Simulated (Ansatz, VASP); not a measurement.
## BN in VASP and in Ansatz

```
CELL_PARAMETERS angstrom
0.00000 1.74583 1.74583
1.74583 0.00000 1.74583
1.74583 1.74583 0.00000
ATOMIC_POSITIONS crystal
B 0.00000 0.00000 0.00000
N 0.50000 0.50000 0.50000
```

Alike in both runs: task single point; functional PBE; k mesh 8 × 8 × 8; no spin polarisation.

```csv
,VASP,Ansatz
version,VASP 6.6.1,Ansatz 0.2.0
potentials or method,"VASP PAW PBE potentials, release 64 (B, N)",plane waves
plane-wave cutoff (eV),600,420
occupations,"methfessel-paxton of order 1, width 0.2 eV","cold, width 0.2 eV"
valence electrons in the cell,8,8
```

Ansatz gave:

```
gap on the k mesh at the Fermi level (eV) : 1.34
pressure (GPa)                            : 3.9
```

**Question.** Which values does VASP return?

**Answer.** gap on the k mesh at the Fermi level (eV): 1.33; pressure (GPa): 3.6.
